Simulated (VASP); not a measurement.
A run of VASP 6.6.1 is set up as follows.

Contents of INCAR:

```
SYSTEM = Si
  ALGO = Normal
  EDIFF = 1E-6
  ENCUT = 520
  GGA = PE
  ISIF = 2
  ISMEAR = 0
  LASPH = .True.
  LCHARG = .True.
  LELF = .True.
  LREAL = .False.
  LVHAR = .True.
  LWAVE = .False.
  NBANDS = 26
  NELM = 80
  PREC = Accurate
  SIGMA = 0.15
```

File KPOINTS:

```
k-points
0
Gamma
  10 10 10
  0 0 0
```

File POSCAR:

```
Si
1.0
   -3.2382772938      3.2382772938      3.2382772938
    3.2382772938     -3.2382772938      3.2382772938
    3.2382772938      3.2382772938     -3.2382772938
Si
8
Direct
    0.2028545115      0.2028545115      0.2028545115
    0.5000000000      0.0000000000      0.2971454885
    0.2971454885      0.5000000000      0.0000000000
    0.0000000000      0.2971454885      0.5000000000
    0.7971454885      0.7971454885      0.7971454885
    0.5000000000      0.0000000000      0.7028545115
    0.7028545115      0.5000000000      0.0000000000
    0.0000000000      0.7028545115      0.5000000000
```

Potentials or basis: VASP PAW PBE potentials, release 64 (Si).

The run is started by

```sh
$ cat potpaw_PBE.64/Si/POTCAR > POTCAR
$ mpirun -np 1 vasp_std > vasp.out
```

**Question.** Predict the largest force.

**Answer.** 0.423 eV/Å.

**Question.** Estimate the pressure.

**Answer.** 9.4 GPa.

**Question.** Predict the band gap on the k mesh.

**Answer.** Zero (bands 16 and 17 overlap by 0.20 eV).

Forces in eV/Å, atoms in the order of the input:
```
Si   0.244  0.244  0.244
Si  -0.244 -0.244  0.244
Si   0.244 -0.244 -0.244
Si  -0.244  0.244 -0.244
Si  -0.244 -0.244 -0.244
Si   0.244  0.244 -0.244
Si  -0.244  0.244  0.244
Si   0.244 -0.244  0.244
```

Caveat: the cell stands under pressure; semilocal functionals underestimate gaps, and a narrow one can read as zero.
